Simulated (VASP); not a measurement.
# TaSi2 (P3_1) in VASP: single point with PBEsol

Aim: the single point of TaSi2 with PBEsol.

All numbers are computed with VASP 6.6.1; they aren't measurements. Logs are shortened: lines on timing, memory, paths and dates and some standing lists are left out, and cuts for length are marked.

## 1. The cell of the first run

Symmetry: P3_1, No. 144, trigonal system. The conventional cell has a = 4.761 Å, b = 4.761 Å, c = 6.556 Å, α = 90.00°, β = 90.00°, γ = 120.00°. Within 3.2 Å of Ta (site symmetry 1) lie 10 Si at 2.46 to 2.81 Å. Si (site symmetry 1) has 5 Si at 2.32 to 2.84 Å and 5 Ta at 2.48 to 2.81 Å within 3.1 Å. Si (site symmetry 1) has 5 Si at 2.32 to 2.84 Å and 5 Ta at 2.46 to 2.81 Å within 3.1 Å.

## 2. Single point, PBEsol (mode 24 (375.6 1/cm) frozen in, largest displacement -0.150 Å)

Input file INCAR:

```
PREC = Accurate ; ENCUT = 520
EDIFF = 1E-6 ; ISMEAR = 0
SIGMA = 0.15 ; LREAL = False
LASPH = True ; NELM = 60
ALGO = Normal ; ISIF = 2
LWAVE = False ; LCHARG = False
GGA = PS ; NBANDS = 38
```

Input file KPOINTS:

```
Automatic mesh
0
Gamma
  12 12 6
```

Input file POSCAR:

```
TaSi2
1.0
    4.7609902391      0.0000000000      0.0000000000
   -2.3804951195      4.1231384942      0.0000000000
    0.0000000000      0.0000000000      6.5561430408
Ta Si
3 6
Direct
    0.5032927728      0.0000000000     -0.0003155105
    0.4967072272      0.4967072272      0.6663511561
    0.0000000000      0.5032927728      0.3330178228
    0.1592827538      0.3185655077     -0.0207138119
    0.8373288419      0.1558943496      0.6894132705
    0.6814344923      0.8407172462      0.3126195215
    0.8441056504      0.6814344923      0.0227466038
    0.1592827538      0.8407172462      0.6459528548
    0.3185655077      0.1626711581      0.3560799372
```

Potentials or basis: VASP PAW PBE potentials, release 64 (Ta_pv, Si).

On the command line:

```console
$ cat potpaw_PBE.64/Ta_pv/POTCAR potpaw_PBE.64/Si/POTCAR > POTCAR
$ mpirun -np 1 vasp_std > vasp.out
```

OUTCAR:

```text
PREC = Accurate
   ENCUT = 520
   EDIFF = 1E-6
   ISMEAR = 0
   LREAL = False
   LASPH = True
   NELM = 60
   ISIF = 2
   GGA = PS

 ion  position               nearest neighbor table
   1  0.503  0.000  1.000-   5 2.46   6 2.48   4 2.71   8 2.72   7 2.72   7 2.72   4 2.74   9 2.74
                             4 2.81   7 2.81   3 3.23   3 3.23   2 3.23   2 3.23
   2  0.497  0.497  0.666-   9 2.46   4 2.48   8 2.71   6 2.72   5 2.72   5 2.72   8 2.74   7 2.74
                             8 2.81   5 2.81   3 3.23   3 3.23   1 3.23   1 3.23
   3  0.000  0.503  0.333-   7 2.46   8 2.48   6 2.71   4 2.72   9 2.72   9 2.72   6 2.74   5 2.74
                             6 2.81   9 2.81   1 3.23   2 3.23   1 3.23   2 3.23
   4  0.159  0.319  0.979-   5 2.32   2 2.48   7 2.64   1 2.71   3 2.72   1 2.74   9 2.79   7 2.81
                             1 2.81   7 2.84
   5  0.837  0.156  0.689-   4 2.32   1 2.46   8 2.64   2 2.72   2 2.72   3 2.74   6 2.79   8 2.81
                             2 2.81   8 2.84
   6  0.681  0.841  0.313-   7 2.32   1 2.48   9 2.64   3 2.71   2 2.72   3 2.74   5 2.79   9 2.81
                             3 2.81   9 2.84
   7  0.844  0.681  0.023-   6 2.32   3 2.46   4 2.64   1 2.72   1 2.72   2 2.74   8 2.79   4 2.81
                             1 2.81   4 2.84
   8  0.159  0.841  0.646-   9 2.32   3 2.48   5 2.64   2 2.71   1 2.72   2 2.74   7 2.79   5 2.81
                             2 2.81   5 2.84
   9  0.319  0.163  0.356-   8 2.32   2 2.46   6 2.64   3 2.72   3 2.72   1 2.74   4 2.79   6 2.81
                             3 2.81   6 2.84

  LATTYP: Found a hexagonal cell.
 ALAT       =     4.7609902391
 C/A-ratio  =     1.3770545016

  Lattice vectors:

 A1 = (   4.7609902391,   0.0000000000,   0.0000000000)
 A2 = (  -2.3804951195,   4.1231384942,   0.0000000000)
 A3 = (   0.0000000000,   0.0000000000,   6.5561430408)

Analysis of symmetry for initial positions (statically):
=====================================================================
 Subroutine PRICEL returns:
 Original cell was already a primitive cell.

 Routine SETGRP: Setting up the symmetry group for a
 hexagonal supercell.

 Subroutine GETGRP returns: Found  3 space group operations
 (whereof  1 operations were pure point group operations)
 out of a pool of 24 trial point group operations.

The static configuration has the point symmetry C_1 .
 The point group associated with its full space group is C_3 .

Analysis of symmetry for dynamics (positions and initial velocities):
=====================================================================
 Subroutine PRICEL returns:
 Original cell was already a primitive cell.

 Routine SETGRP: Setting up the symmetry group for a
 hexagonal supercell.

 Subroutine GETGRP returns: Found  3 space group operations
 (whereof  1 operations were pure point group operations)
 out of a pool of 24 trial point group operations.

The dynamic configuration has the point symmetry C_1 .
 The point group associated with its full space group is C_3 .

 Subroutine INISYM returns: Found  3 space group operations
 (whereof  1 operations are pure point group operations),
 and found     1 'primitive' translations

----------------------------------------------------------------------------------------

                                     Primitive cell

  volume of cell :     128.6985

  direct lattice vectors                    reciprocal lattice vectors
     4.760990239  0.000000000  0.000000000     0.210040338  0.121266846  0.000000000
    -2.380495119  4.123138494  0.000000000     0.000000000  0.242533692  0.000000000
     0.000000000  0.000000000  6.556143041     0.000000000  0.000000000  0.152528704

  length of vectors
     4.760990239  4.760990239  6.556143041     0.242533692  0.242533692  0.152528704

  position of ions in fractional coordinates (direct lattice)
     0.503292773  0.000000000  0.999684489
     0.496707227  0.496707227  0.666351156
     0.000000000  0.503292773  0.333017823
     0.159282754  0.318565508  0.979286188
     0.837328842  0.155894350  0.689413270
     0.681434492  0.840717246  0.312619521
     0.844105650  0.681434492  0.022746604
     0.159282754  0.840717246  0.645952855
     0.318565508  0.162671158  0.356079937

  ion indices of the primitive-cell ions
   primitive index   ion index
                 1           1
                 2           2
                 3           3
                 4           4
                 5           5
                 6           6
                 7           7
                 8           8
                 9           9

----------------------------------------------------------------------------------------

 KPOINTS: Automatic mesh

Automatic generation of k-mesh.
 Grid dimensions read from file:
 generate k-points for:   12   12    6

 Generating k-lattice:

  Cartesian coordinates                     Fractional coordinates (reciprocal lattice)
     0.017503362  0.010105570  0.000000000     0.083333333  0.000000000  0.000000000
     0.000000000  0.020211141  0.000000000     0.000000000  0.083333333  0.000000000
     0.000000000  0.000000000  0.025421451     0.000000000  0.000000000  0.166666667

  Length of vectors
     0.020211141  0.020211141  0.025421451

  Shift w.r.t. Gamma in fractional coordinates (k-lattice)
     0.000000000  0.000000000  0.000000000

 Subroutine IBZKPT returns following result:
 ===========================================

 Found    152 irreducible k-points:

 Following reciprocal coordinates:
            Coordinates               Weight
  0.000000  0.000000  0.000000      1.000000
  0.083333  0.000000  0.000000      6.000000
  0.166667 -0.000000  0.000000      6.000000
  0.250000 -0.000000  0.000000      6.000000
  0.333333 -0.000000  0.000000      6.000000
  0.416667  0.000000  0.000000      6.000000
[... 16 lines left out ...]
  0.250000  0.250000  0.000000      6.000000
  0.333333  0.250000  0.000000      6.000000
 [... further k-points ...]
   k-points           NKPTS =    152   k-points in BZ     NKDIM =    152   number of bands    NBANDS=     38
   number of dos      NEDOS =    301   number of ions     NIONS =      9
   total plane-waves  NPLWV =  64800
   dimension x,y,z NGX =    36 NGY =   36 NGZ =   50
   dimension x,y,z NGXF=    72 NGYF=   72 NGZF=  100
   ions per type =               3   6
   NGX,Y,Z   is equivalent  to a cutoff of  12.57, 12.57, 12.68 a.u.
   NGXF,Y,Z  is equivalent  to a cutoff of  25.14, 25.14, 25.36 a.u.
 SYSTEM =  unknown system
   PREC   = accura    normal or accurate (medium, high low for compatibility)
   ISTART =      0    job   : 0-new  1-cont  2-samecut
   ICHARG =      2    charge: 1-file 2-atom 10-const
   ISPIN  =      1    spin polarized calculation?
   LNONCOLLINEAR =      F non collinear calculations
   LSORBIT =      F    spin-orbit coupling
   LASPH  =      T    aspherical Exc in radial PAW
   ENCUT  =  520.0 eV  38.22 Ry    6.18 a.u.   8.85  8.85 12.19*2*pi/ulx,y,z
   NELM   =     60;   NELMIN=  2; NELMDL= -5     # of ELM steps
   EDIFF  = 0.1E-05   stopping-criterion for ELM
   LREAL  =      F    real-space projection
   EDIFFG = 0.1E-04   stopping-criterion for IOM
   NSW    =      0    number of steps for IOM
   IBRION =     -1    ionic relax: 0-MD 1-quasi-New 2-CG
   NFREE  =      0    steps in history (QN), initial steepest desc. (CG)
   ISIF   =      2    stress and relaxation
   ISYM   =      2    0-nonsym 1-usesym 2-fastsym
   POTIM  = 0.5000    time-step for ionic-motion
   TEBEG  =    0.0;   TEEND  =   0.0 temperature during run
   PSTRESS=    0.0 pullay stress
   NELECT =      57.0000    total number of electrons
   NUPDOWN=      -1.0000    fix difference up-down
   EMIN   =  10.00;   EMAX   =-10.00  energy-range for DOS
   EFERMI =   0.00;   METHOD = LEGACY
   ISMEAR =     0;   SIGMA  =   0.15  broadening in eV -4-tet -1-fermi 0-gaus
   EFERMI_NEDOS =   21; number of points for ismear=-14 and -15
   IALGO  =     38    algorithm
   IMIX   =      4    mixing-type and parameters
     AMIX     =   0.40;   BMIX     =  1.00
     AMIX_MAG =   1.60;   BMIX_MAG =  1.00
  volume/ion in A,a.u.               =      14.30        96.50
  Fermi-wavevector in a.u.,A,eV,Ry     =   1.247887  2.358164 21.187289  1.557222
  Thomas-Fermi vector in A             =   2.381999
   LORBIT       =      0    0 simple, 1 ext, 2 COOP (PROOUT), +10 PAW based schemes
   GGA     = PS    functional components
   LHFCALC =     F    Hartree Fock is set to
   AEXX    =    0.0000 exact exchange contribution
   IVDW    =     0    specifies the selected vdW correction
   LEPSILON=     F    determine dielectric tensor
   LRPA    =     F    only Hartree local field effects (RPA)
 non-spin polarized calculation
 Gauss-broadening in eV      SIGMA  =   0.15
  energy-cutoff  :      520.00
  volume of cell :      128.70
 maximum number of plane-waves:      3501
   NGX = 17   NGY = 17   NGZ = 25

 number of electron      57.0000000 magnetization

 Free energy of the ion-electron system (eV)
  ---------------------------------------------------
  ext. energy  EPLUGINS =         0.00000000
  ---------------------------------------------------
  free energy    TOTEN  =       -76.37669483 eV

  energy without entropy =      -76.33777452  energy(sigma->0) =      -76.35723467

 E-fermi :   9.4216     XC(G=0): -12.1919

 val. band max:        9.4147593069   @ k =   0.0833   0.0833   0.3333
 cond. band min:       9.4256878305   @ k =   0.3333   0.3333   0.5000
 fundamental gap:      0.0109285236
 Fermi energy:         9.4215512697

 k-point     1 :       0.0000    0.0000    0.0000
  band No.  band energies     occupation
      1     -24.9180      2.00000
      2     -24.9180      2.00000
      3     -24.8972      2.00000
      4     -24.8401      2.00000
      5     -24.8401      2.00000
      6     -24.7446      2.00000
[... 30 lines left out ...]
     37      13.1396      0.00000
     38      13.4798      0.00000

 k-point     2 :       0.0833    0.0000    0.0000
  band No.  band energies     occupation
      1     -24.9268      2.00000
      2     -24.9192      2.00000
      3     -24.8890      2.00000
      4     -24.8408      2.00000
      5     -24.8395      2.00000
      6     -24.7458      2.00000
[... 30 lines left out ...]
     37      13.1783      0.00000
     38      13.3100      0.00000

 k-point     3 :       0.1667   -0.0000    0.0000
  band No.  band energies     occupation
      1     -24.9403      2.00000
      2     -24.9224      2.00000
      3     -24.8777      2.00000
      4     -24.8430      2.00000
      5     -24.8373      2.00000
      6     -24.7479      2.00000
[... 30 lines left out ...]
     37      13.0222      0.00000
     38      13.3984      0.00000

 k-point     4 :       0.2500   -0.0000    0.0000
  band No.  band energies     occupation
      1     -24.9523      2.00000
      2     -24.9266      2.00000
      3     -24.8703      2.00000
      4     -24.8459      2.00000
      5     -24.8329      2.00000
      6     -24.7492      2.00000
[... 30 lines left out ...]
     37      13.1373      0.00000
     38      13.4623      0.00000
[... 703 lines left out ...]
      4     -24.8395      2.00000
      5     -24.8121      2.00000
      6     -24.7653      2.00000
[... 30 lines left out ...]
     37      12.8680      0.00000
     38      13.3531      0.00000

 k-point    23 :       0.2500    0.2500    0.0000
  band No.  band energies     occupation
      1     -24.9688      2.00000
      2     -24.9245      2.00000
      3     -24.8920      2.00000
      4     -24.8375      2.00000
      5     -24.8125      2.00000
      6     -24.7660      2.00000
[... 30 lines left out ...]
     37      12.4078      0.00000
     38      13.1246      0.00000

 k-point    24 :       0.3333    0.2500    0.0000
  band No.  band energies     occupation
      1     -24.9711      2.00000
      2     -24.9211      2.00000
      3     -24.8996      2.00000
      4     -24.8377      2.00000
      5     -24.8029      2.00000
      6     -24.7753      2.00000
[... 30 lines left out ...]
     37      12.3359      0.00000
     38      13.2349      0.00000

 [... further k-points ...]

------------------------ aborting loop because EDIFF is reached ----------------------------------------

  FORCE on cell =-STRESS in cart. coord.  units (eV):
  Direction    XX          YY          ZZ          XY          YZ          ZX
  --------------------------------------------------------------------------------------
  -------------------------------------------------------------------------------------
  Total        1.1884977      1.1884977      7.1258346      0.0000000      0.0000000      0.0000000
  in kB       14.7956925     14.7956925     88.7100219      0.0000002      0.0000000      0.0000000
  external PRESSURE =      39.4338023 kB  Pullay stress =       0.0000000 kB

 VOLUME and BASIS-vectors are now :
 -----------------------------------------------------------------------------
  energy-cutoff  :      520.00
  volume of cell :      128.70
      direct lattice vectors                 reciprocal lattice vectors
     4.760990239  0.000000000  0.000000000     0.210040338  0.121266846  0.000000000
    -2.380495119  4.123138494  0.000000000     0.000000000  0.242533692  0.000000000
     0.000000000  0.000000000  6.556143041     0.000000000  0.000000000  0.152528704

 POSITION                                       TOTAL-FORCE (eV/Angst)
 -----------------------------------------------------------------------------------
      2.39617      0.00000      6.55407        -1.505128     -0.041079      0.218179
      1.18241      2.04799      4.36869         0.716988      1.324018      0.218179
     -1.19809      2.07515      2.18331         0.788139     -1.282939      0.218179
     -0.00000      1.31349      6.42034         0.121371      0.150505      2.223704
      3.61541      0.64277      4.51989        -0.024365      0.154351     -2.441884
      1.24298      3.46639      2.04958        -0.191027      0.029858      2.223704
      2.39663      2.80965      0.14913        -0.121489     -0.098276     -2.441884
     -1.24298      3.46639      4.23496         0.069656     -0.180363      2.223704
      1.12945      0.67072      2.33451         0.145854     -0.056075     -2.441884
 -----------------------------------------------------------------------------------
    total drift:                               -0.000000     -0.000001     -0.000019

  FREE ENERGIE OF THE ION-ELECTRON SYSTEM (eV)
  ---------------------------------------------------
  free  energy   TOTEN  =       -76.3766948311 eV

  energy  without entropy=      -76.3377745185  energy(sigma->0) =      -76.35723467
```

It took 17 min on 1 thread of Oxide Virtual Turin-like, shared host; peak memory 0.61 GiB.

What came out:

```
Free energy   : -76.3767 eV
Pressure      : 3.9 GPa
Largest force : 2.447 eV/Å
```

Forces on the atoms (eV/Å):
```
Ta  -1.505 -0.041  0.218
Ta   0.717  1.324  0.218
Ta   0.788 -1.283  0.218
Si   0.121  0.151  2.224
Si  -0.024  0.154 -2.442
Si  -0.191  0.030  2.224
Si  -0.121 -0.098 -2.442
Si   0.070 -0.180  2.224
Si   0.146 -0.056 -2.442
```

Levels at points of the mesh, in eV from the Fermi level:
```csv
k point,band 24,band 25,band 26,band 27,band 28,band 29,band 30,band 31,band 32,band 33
"(0.00, 0.00, 0.00)",-2.55,-2.50,-2.50,-2.31,-2.31,-1.52,0.52,2.97,2.97,3.24
"(0.50, 0.00, 0.00)",-2.18,-2.12,-1.24,-0.80,-0.22,-0.11,0.72,1.32,1.49,1.94
"(0.00, 0.00, 0.50)",-2.77,-2.26,-1.90,-1.82,-1.82,1.13,1.13,2.23,2.23,2.99
"(0.50, 0.00, 0.50)",-2.20,-2.16,-1.81,-1.81,-0.68,-0.34,1.57,1.90,2.31,2.50
```

Caveat: the cell differs from its parent crystal (mode 24 (375.6 1/cm) frozen in, largest displacement -0.150 Å); the PAW data sets were made with another functional, which shifts forces and pressure a little; spin-orbit coupling is left out, which moves the levels of the heavy elements.
